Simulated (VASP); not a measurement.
# Mo in VASP: a series of runs, part 2 of 3

VASP 6.6.1.

**4. Single point, PBEsol (strain +0.000 along x and y, +0.040 along z)**

The input, INCAR:

```
ALGO     = Fast           # electronic algorithm
EDIFF    = 1E-7           # SCF threshold, eV
ENCUT    = 520            # plane-wave cutoff, eV
GGA      = PS             # functional
ISIF     = 2              # what is computed and relaxed
ISMEAR   = 0              # smearing method
LASPH    = True           # aspherical terms in the spheres
LCHARG   = True           # write CHGCAR
LELF     = True           # ELF
LREAL    = False          # projectors in reciprocal space
LVHAR    = True         
LWAVE    = False          # write WAVECAR
NBANDS   = 13             # bands
NELM     = 60             # most SCF steps
PREC     = Accurate       # precision mode
SIGMA    = 0.15           # smearing width, eV
```

The input, KPOINTS:

```
k-points
0
Gamma
  20 20 20
```

The input, POSCAR:

```
Mo
1.0
    0.0000000000      2.0150000000      2.0956000000
    2.0150000000      0.0000000000      2.0956000000
    2.0150000000      2.0150000000      0.0000000000
Mo
1
Direct
    0.0000000000      0.0000000000      0.0000000000
```

Potentials or basis: VASP PAW PBE potentials, release 64 (Mo_sv).

Started as:

```console
cat potpaw_PBE.64/Mo_sv/POTCAR > POTCAR
mpirun -np 1 vasp_std > vasp.out
```

OUTCAR:

```text
EDIFF = 1E-7
   ENCUT = 520
   GGA = PS
   ISIF = 2
   ISMEAR = 0
   LASPH = True
   LREAL = False
   NELM = 60
   PREC = Accurate

 ion  position               nearest neighbor table
   1  0.000  0.000  0.000-

  LATTYP: Found a body centered tetragonal cell.
 ALAT       =     2.8496403282
 C/A-ratio  =     1.4707821049

  Lattice vectors:

 A1 = (  -2.0150000000,   0.0000000000,   2.0956000000)
 A2 = (   2.0150000000,   0.0000000000,   2.0956000000)
 A3 = (   0.0000000000,   2.0150000000,  -2.0956000000)

Analysis of symmetry for initial positions (statically):
=====================================================================
 Subroutine PRICEL returns:
 Original cell was already a primitive cell.

 Routine SETGRP: Setting up the symmetry group for a
 body centered tetragonal supercell.

 Subroutine GETGRP returns: Found 16 space group operations
 (whereof 16 operations were pure point group operations)
 out of a pool of 16 trial point group operations.

The static configuration has the point symmetry D_4h.

Analysis of symmetry for dynamics (positions and initial velocities):
=====================================================================
 Subroutine PRICEL returns:
 Original cell was already a primitive cell.

 Routine SETGRP: Setting up the symmetry group for a
 body centered tetragonal supercell.

 Subroutine GETGRP returns: Found 16 space group operations
 (whereof 16 operations were pure point group operations)
 out of a pool of 16 trial point group operations.

The dynamic configuration has the point symmetry D_4h.

 Subroutine INISYM returns: Found 16 space group operations
 (whereof 16 operations are pure point group operations),
 and found     1 'primitive' translations

----------------------------------------------------------------------------------------

                                     Primitive cell

  volume of cell :      17.0172

  direct lattice vectors                    reciprocal lattice vectors
     0.000000000  2.015000000  2.095600000    -0.248138958  0.248138958  0.238595152
     2.015000000  0.000000000  2.095600000     0.248138958 -0.248138958  0.238595152
     2.015000000  2.015000000  0.000000000     0.248138958  0.248138958 -0.238595152

  length of vectors
     2.907191834  2.907191834  2.849640328     0.424350717  0.424350717  0.424350717

  position of ions in fractional coordinates (direct lattice)
     0.000000000  0.000000000  0.000000000

  ion indices of the primitive-cell ions
   primitive index   ion index
                 1           1

----------------------------------------------------------------------------------------

 KPOINTS: k-points

Automatic generation of k-mesh.
 Grid dimensions read from file:
 generate k-points for:   20   20   20

 Generating k-lattice:

  Cartesian coordinates                     Fractional coordinates (reciprocal lattice)
    -0.012406948  0.012406948  0.011929758     0.050000000  0.000000000  0.000000000
     0.012406948 -0.012406948  0.011929758     0.000000000  0.050000000  0.000000000
     0.012406948  0.012406948 -0.011929758     0.000000000  0.000000000  0.050000000

  Length of vectors
     0.021217536  0.021217536  0.021217536

  Shift w.r.t. Gamma in fractional coordinates (k-lattice)
     0.000000000  0.000000000  0.000000000

 Subroutine IBZKPT returns following result:
 ===========================================

 Found    641 irreducible k-points:

 Following reciprocal coordinates:
            Coordinates               Weight
  0.000000  0.000000  0.000000      1.000000
  0.050000  0.000000  0.000000      8.000000
  0.100000  0.000000  0.000000      8.000000
  0.150000  0.000000  0.000000      8.000000
  0.200000  0.000000  0.000000      8.000000
  0.250000  0.000000  0.000000      8.000000
[... 16 lines left out ...]
 -0.400000  0.050000  0.000000      8.000000
 -0.350000  0.050000  0.000000      8.000000
 [... further k-points ...]
   k-points           NKPTS =    641   k-points in BZ     NKDIM =    641   number of bands    NBANDS=     13
   number of dos      NEDOS =    301   number of ions     NIONS =      1
   total plane-waves  NPLWV =  13824
   dimension x,y,z NGX =    24 NGY =   24 NGZ =   24
   dimension x,y,z NGXF=    48 NGYF=   48 NGZF=   48
   ions per type =               1
   NGX,Y,Z   is equivalent  to a cutoff of  13.72, 13.72, 14.00 a.u.
   NGXF,Y,Z  is equivalent  to a cutoff of  27.45, 27.45, 28.00 a.u.
 SYSTEM =  unknown system
   PREC   = accura    normal or accurate (medium, high low for compatibility)
   ISTART =      0    job   : 0-new  1-cont  2-samecut
   ICHARG =      2    charge: 1-file 2-atom 10-const
   ISPIN  =      1    spin polarized calculation?
   LNONCOLLINEAR =      F non collinear calculations
   LSORBIT =      F    spin-orbit coupling
   LASPH  =      T    aspherical Exc in radial PAW
   ENCUT  =  520.0 eV  38.22 Ry    6.18 a.u.   5.41  5.41  5.30*2*pi/ulx,y,z
   NELM   =     60;   NELMIN=  2; NELMDL= -5     # of ELM steps
   EDIFF  = 0.1E-06   stopping-criterion for ELM
   LREAL  =      F    real-space projection
   EDIFFG = 0.1E-05   stopping-criterion for IOM
   NSW    =      0    number of steps for IOM
   IBRION =     -1    ionic relax: 0-MD 1-quasi-New 2-CG
   NFREE  =      0    steps in history (QN), initial steepest desc. (CG)
   ISIF   =      2    stress and relaxation
   ISYM   =      2    0-nonsym 1-usesym 2-fastsym
   POTIM  = 0.5000    time-step for ionic-motion
   TEBEG  =    0.0;   TEEND  =   0.0 temperature during run
   PSTRESS=    0.0 pullay stress
   NELECT =      14.0000    total number of electrons
   NUPDOWN=      -1.0000    fix difference up-down
   EMIN   =  10.00;   EMAX   =-10.00  energy-range for DOS
   EFERMI =   0.00;   METHOD = LEGACY
   ISMEAR =     0;   SIGMA  =   0.15  broadening in eV -4-tet -1-fermi 0-gaus
   EFERMI_NEDOS =   21; number of points for ismear=-14 and -15
   IALGO  =     68    algorithm
   IMIX   =      4    mixing-type and parameters
     AMIX     =   0.40;   BMIX     =  1.00
     AMIX_MAG =   1.60;   BMIX_MAG =  1.00
  volume/ion in A,a.u.               =      17.02       114.84
  Fermi-wavevector in a.u.,A,eV,Ry     =   1.533986  2.898813 32.016040  2.353113
  Thomas-Fermi vector in A             =   2.640977
   LORBIT       =      0    0 simple, 1 ext, 2 COOP (PROOUT), +10 PAW based schemes
   GGA     = PS    functional components
   LHFCALC =     F    Hartree Fock is set to
   AEXX    =    0.0000 exact exchange contribution
   IVDW    =     0    specifies the selected vdW correction
   LEPSILON=     F    determine dielectric tensor
   LRPA    =     F    only Hartree local field effects (RPA)
 non-spin polarized calculation
 RMM-DIIS sequential band-by-band and
 Gauss-broadening in eV      SIGMA  =   0.15
  energy-cutoff  :      520.00
  volume of cell :       17.02
 maximum number of plane-waves:       479
 NGX is ok and might be reduce to    24
   NGX = 11   NGY = 11   NGZ = 11

 number of electron      14.0000000 magnetization

 Free energy of the ion-electron system (eV)
  ---------------------------------------------------
  ext. energy  EPLUGINS =         0.00000000
  ---------------------------------------------------
  free energy    TOTEN  =       -11.26813497 eV

  energy without entropy =      -11.25181565  energy(sigma->0) =      -11.25997531

 E-fermi :  10.7735     XC(G=0): -13.0408

 val. band max:       10.7730215664   @ k =   0.4000   0.0500   0.3000
 cond. band min:      10.7735066109   @ k =   0.4500   0.3000   0.0000
 fundamental gap:      0.0004850445
 Fermi energy:        10.7734978783

 k-point     1 :       0.0000    0.0000    0.0000
  band No.  band energies     occupation
      1     -49.9191      2.00000
      2     -23.4185      2.00000
      3     -23.3850      2.00000
      4     -23.3850      2.00000
      5       4.1614      2.00000
      6       9.8261      2.00000
      7      10.2734      2.00000
      8      10.2734      2.00000
      9      12.2385      0.00000
     10      12.8555      0.00000
     11      23.8224      0.00000
     12      27.9676      0.00000
     13      29.1351      0.00000
[... 353 lines left out ...]
 k-point    24 :      -0.3500    0.0500    0.0000
  band No.  band energies     occupation
      1     -49.7689      2.00000
      2     -24.3064      2.00000
      3     -23.5784      2.00000
      4     -23.4730      2.00000
      5       6.5392      2.00000
      6       9.8848      2.00000
      7      10.4346      1.99860
      8      10.5389      1.97301
      9      13.4231      0.00000
     10      14.2350      0.00000
     11      22.3263      0.00000
     12      24.9503      0.00000
     13      30.0399      0.00000

 [... further k-points ...]
[... 5 lines left out ...]
  --------------------------------------------------------------------------------------
  -------------------------------------------------------------------------------------
  Total       -2.2394980     -2.2394980     -1.5980164      0.0000000     -0.0000000      0.0000000
  in kB     -210.8495959   -210.8495959   -150.4538605      0.0000000     -0.0000000      0.0000000
  external PRESSURE =    -190.7176841 kB  Pullay stress =       0.0000000 kB

 VOLUME and BASIS-vectors are now :
 -----------------------------------------------------------------------------
  energy-cutoff  :      520.00
  volume of cell :       17.02
      direct lattice vectors                 reciprocal lattice vectors
     0.000000000  2.015000000  2.095600000    -0.248138958  0.248138958  0.238595152
     2.015000000  0.000000000  2.095600000     0.248138958 -0.248138958  0.238595152
     2.015000000  2.015000000  0.000000000     0.248138958  0.248138958 -0.238595152

 POSITION                                       TOTAL-FORCE (eV/Angst)
 -----------------------------------------------------------------------------------
      0.00000      0.00000      0.00000         0.000000     -0.000000     -0.000000
 -----------------------------------------------------------------------------------
    total drift:                               -0.000000      0.000000      0.000000

  FREE ENERGIE OF THE ION-ELECTRON SYSTEM (eV)
  ---------------------------------------------------
  free  energy   TOTEN  =       -11.2681349710 eV

  energy  without entropy=      -11.2518156544  energy(sigma->0) =      -11.25997531
```

It took 45 s on 1 thread of Intel Xeon 6975P-C (Granite Rapids), shared host; peak memory 0.24 GiB.

What came out:

```yaml
Free_energy: -11.2681 eV
Pressure: -19.1 GPa
Band_gap_on_the_k_mesh: zero (band 7 reaches 14.37 eV, above the bottom of band 8 at 10.25 eV)
```

Stress tensor (GPa, compression positive):
```
-21.08   0.00   0.00
  0.00 -21.08   0.00
  0.00   0.00 -15.05
```

Caveat: the cell differs from its parent crystal (strain +0.000 along x and y, +0.040 along z); the PAW data sets were made with another functional, which shifts forces and pressure a little.

(Continued in part 3 of 3.)
